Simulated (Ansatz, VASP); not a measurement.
**Two plane-wave programs on PbO2**

Contents of INCAR:

```
SYSTEM = PbO2
  ALGO = Normal
  EDIFF = 1E-6
  ENCUT = 600
  GGA = PE
  GGA_COMPAT = .False.
  ISIF = 2
  ISMEAR = 0
  LASPH = .True.
  LCHARG = .True.
  LDAU = .True.
  LDAUJ = 0 0
  LDAUL = -1 1
  LDAUPRINT = 1
  LDAUTYPE = 2
  LDAUU = 0 8.7
  LELF = .True.
  LREAL = .False.
  LVHAR = .True.
  LWAVE = .False.
  NBANDS = 20
  NELM = 200
  PREC = Accurate
  SIGMA = 0.1
```

KPOINTS

```
k-points
0
Gamma
  1 1 1
  0 0 0
```

POSCAR

```
PbO2
1.0
    0.0000000000      2.7019920000      2.7019920000
    2.7019920000      0.0000000000      2.7019920000
    2.7019920000      2.7019920000      0.0000000000
Pb O
1 2
Direct
    0.0000000000      0.0000000000      0.0000000000
    0.2500000000      0.2500000000      0.2500000000
    0.7500000000      0.7500000000      0.7500000000
```

Input for Ansatz:

```yaml
crystal:
  lattice:
    - [0.0, 2.701992, 2.701992]
    - [2.701992, 0.0, 2.701992]
    - [2.701992, 2.701992, 0.0]
  atoms:
    - { symbol: Pb, position: [0.0, 0.0, 0.0] }
    - { symbol: O, position: [0.25, 0.25, 0.25] }
    - { symbol: O, position: [0.75, 0.75, 0.75] }
basis: {}
kpoints:
  mp_grid: { grid: [1, 1, 1] }
hamiltonian:
  xc: pbe
  hubbard: { sites: [{ species: O, l: p, u_eff: 8.7 }] }
  pseudopotentials: { kind: nc }
scf:
  occupations: { method: gaussian, width: 0.1 }
output:
  forces: true
  stress: true
  eigenvalues: true
```

Alike in both runs: task single point; functional PBE; k mesh 1 × 1 × 1; occupations gaussian, width 0.1 eV; no spin polarisation; Hubbard terms O p U = 8.7 eV.

```csv
,VASP,Ansatz
version,VASP 6.6.1,Ansatz 0.2.0
potentials or method,"VASP PAW PBE potentials, release 64 (Pb_d, O)","scalar-relativistic, plane waves, norm-conserving potentials"
plane-wave cutoff (eV),600,1240
valence electrons in the cell,26,26
```

VASP gave:

| Quantity | Value |
| --- | --- |
| gap on the k mesh at the Fermi level (eV) | 8.25 |
| least direct gap on the mesh (eV) | 8.25 |

Problem. What did Ansatz give for the same quantities?

Solution. gap on the k mesh at the Fermi level (eV): 0.10; least direct gap on the mesh (eV): 0.10.

The programs project onto different local orbitals, so the same U acts differently, and such runs can settle in different states.

The k mesh is coarse, so the values compare programs but aren't converged. Spin-orbit coupling is off throughout.
